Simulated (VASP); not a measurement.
Crystal: PbS.

```
Pb S
1.0
     2.11266    1.21975    3.45192
    -2.11266    1.21975    3.45192
     0.00000   -2.43949    3.45192
Pb S
1 1
Direct
  0.98057 0.98057 0.98057
  0.47504 0.47504 0.47504
```

Base run:

```yaml
Program: VASP 6.6.1
Functional: r2SCAN
Potentials_or_basis: VASP PAW PBE potentials, release 64 (Pb_d, S)
Cutoff: 520 eV
k_mesh: 8 × 8 × 8
Occupations: fermi-dirac, width 0.05 eV
Spin: no spin polarisation
```

Its results: band gap on the k mesh 0.72 eV, direct; pressure 0.0 GPa; largest force 0.012 eV/Å.

Task: After a change of settings the same cell gave: band gap on the k mesh 0.35 eV, direct; pressure -2.1 GPa; largest force 0.008 eV/Å. Which change was it?
A. functional from r2SCAN to PBE0; k mesh from 8 × 8 × 8 to 4 × 4 × 4
B. functional from r2SCAN to PBEsol
C. functional from r2SCAN to PBE; further incar settings from ALGO = Normal; EDIFF = 1e-07; NBANDS = 17 to ALGO = Normal; EDIFF = 1e-06; NBANDS = 17

Result: B.

r2SCAN gives the wider gap, since meta-GGAs in the generalised Kohn-Sham scheme recover part of the derivative discontinuity.

Caveats: the PAW data sets were made with another functional, which shifts forces and pressure a little; spin-orbit coupling is left out, which moves the levels of the heavy elements.
